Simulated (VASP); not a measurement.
# InP: single point with PBE

The system is InP.

```
CELL_PARAMETERS angstrom
0.00000 2.91690 2.95972
2.95972 0.00000 2.95972
2.95972 2.91690 0.00000
ATOMIC_POSITIONS crystal
In 0.00000 0.00000 0.00000
P 0.50000 0.50000 0.50000
```

This cell differs from its parent crystal: strained.

```yaml
Program: VASP 6.6.1
Task: single point
Functional: PBE
Potentials_or_basis: VASP PAW PBE potentials, release 64 (In_d, P)
Cutoff: 500 eV
k_mesh: 12 × 12 × 12
Occupations: gaussian, width 0.1 eV
Spin: no spin polarisation
Dipole_correction: no
Further_INCAR_settings: ALGO = Normal; EDIFF = 1e-06; NBANDS = 16
```

The pressure is -8.6 GPa. The band gap on the k mesh is zero (bands 9 and 10 overlap by 2.07 eV).

Stress tensor (GPa, compression positive):
```
-8.74  0.00  0.00
 0.00 -8.38  0.00
 0.00  0.00 -8.74
```

Levels at points of the mesh, in eV from the Fermi level:
```tsv
k point	band 5	band 6	band 7	band 8	band 9	band 10	band 11	band 12	band 13	band 14
(0.00, 0.00, 0.00)	-14.06	-10.78	-0.79	-0.24	-0.11	-0.11	7.03	7.03	7.13	7.27
(0.50, 0.00, 0.00)	-14.01	-9.28	-5.72	0.10	0.15	2.35	3.37	3.47	3.87	10.14
(0.50, 0.50, 0.00)	-14.00	-8.67	-3.87	-2.64	-1.83	-1.68	4.22	8.22	8.58	8.59
(0.50, 0.00, 0.50)	-14.00	-8.58	-3.89	-2.74	-1.80	-1.80	4.16	8.33	8.33	8.73
```

Run time: 2.9 min on 1 thread of Intel Xeon 8259CL, on a shared host, peak memory 0.26 GiB.

Caveat: the cell differs from its parent crystal (strained); the cell stands under tension; spin-orbit coupling is left out, which moves the levels of the heavy elements.
